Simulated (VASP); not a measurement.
## BN: single point with PBE0

The system is BN.

```
B N
1.0
     0.00000    1.80750    1.80750
     1.80750    0.00000    1.80750
     1.80750    1.80750    0.00000
B N
1 1
Direct
  0.00000 0.00000 0.00000
  0.75000 0.75000 0.75000
```

| Item | Value |
| --- | --- |
| Program | VASP 6.6.1 |
| Task | single point |
| Functional | PBE0 |
| Potentials or basis | VASP PAW PBE potentials, release 64 (B, N) |
| Cutoff | 520 eV |
| k mesh | 6 × 6 × 6 |
| Occupations | fermi-dirac, width 0.1 eV |
| Spin | no spin polarisation |

```yaml
Pressure: -5.6 GPa
Band_gap_on_the_k_mesh: 6.57 eV (least direct gap 11.34 eV)
```

Levels at points of the mesh, in eV from the valence-band top:
```
           k point  band 1  band 2  band 3  band 4  band 5  band 6  band 7  band 8
(0.00, 0.00, 0.00)  -22.13    0.00    0.00    0.00   11.34   11.34   11.34   12.93
(0.50, 0.00, 0.00)  -17.60  -11.66   -2.11   -2.11   12.64   13.31   13.31   18.18
(0.50, 0.50, 0.00)  -16.12   -9.79   -5.32   -5.32    6.57   11.53   21.26   21.26
```

Wall time 4.6 min on 1 thread of AMD EPYC 7R43 64-Core Processor (Zen 3), on a shared host, peak memory 0.08 GiB.

Caveat: the k points lie up to 0.50 Å⁻¹ apart; the PAW data sets were made with another functional, which shifts forces and pressure a little. A k mesh can miss the band edges.
